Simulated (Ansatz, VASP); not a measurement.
# SnC3 in VASP and in Ansatz

Contents of INCAR:

```
PREC = Accurate
ENCUT = 520
EDIFF = 1E-7
ISMEAR = 0
SIGMA = 0.01
LREAL = F
LASPH = T
NELM = 60
ALGO = Normal
ISIF = 2
LWAVE = F
LCHARG = F
GGA = PS
NBANDS = 21
```

File KPOINTS:

```
Automatic mesh
0
Gamma
  6 6 4
```

The input POSCAR:

```
SnC3
1.0
    2.9788882431      0.0000000000      0.0000000000
    0.0000000000      2.9788882431      0.0000000000
    0.0000000000      0.0000000000      4.6435166754
C Sn
3 1
Direct
    0.5000000000      0.0000000000      0.8203632750
    0.5000000000      0.5000000000      0.0000000000
    0.0000000000      0.5000000000      0.1796367250
    0.0000000000      0.0000000000      0.5000000000
```

Input for Ansatz:

```yaml
crystal:
  lattice:
    - [2.9788882431, 0.0, 0.0]
    - [0.0, 2.9788882431, 0.0]
    - [0.0, 0.0, 4.6435166754]
  atoms:
    - { symbol: C, position: [0.5, 0.0, 0.820363275] }
    - { symbol: C, position: [0.5, 0.5, 0.0] }
    - { symbol: C, position: [0.0, 0.5, 0.179636725] }
    - { symbol: Sn, position: [0.0, 0.0, 0.5] }
kpoints:
  mp_grid: { grid: [6, 6, 4] }
hamiltonian:
  xc: pbesol
scf:
  occupations: { method: fixed }
  n_extra_bands: 5
  eigensolver: { kind: dense }
output:
  forces: true
  stress: true
  eigenvalues: true
```

Alike in both runs: task single point; functional PBEsol; k mesh 6 × 6 × 4; no spin polarisation.

|  | VASP | Ansatz |
| --- | --- | --- |
| version | VASP 6.6.1 | Ansatz 0.2.0 |
| potentials or method | VASP PAW PBE potentials, release 64 (C, Sn_d) | plane waves |
| plane-wave cutoff (eV) | 520 | 420 |
| occupations | gaussian, width 0.01 eV | fixed |
| valence electrons in the cell | 26 | 26 |

VASP gave:

* gap on the k mesh at the Fermi level (eV): 0.32
* pressure (GPa): -3.0
* traceless stress, the component that is largest in VASP (GPa): 0.18
* rms of the force components (eV/Å): 0.127

Question: Which values does Ansatz return?

Answer: gap on the k mesh at the Fermi level (eV): 0.32; pressure (GPa): -3.1; traceless stress, the component that is largest in VASP (GPa): 0.29; rms of the force components (eV/Å): 0.133.

VASP's potentials were made for PBE, not for PBEsol. Atom by atom the forces differ by 0.006 eV/Å (rms over components).
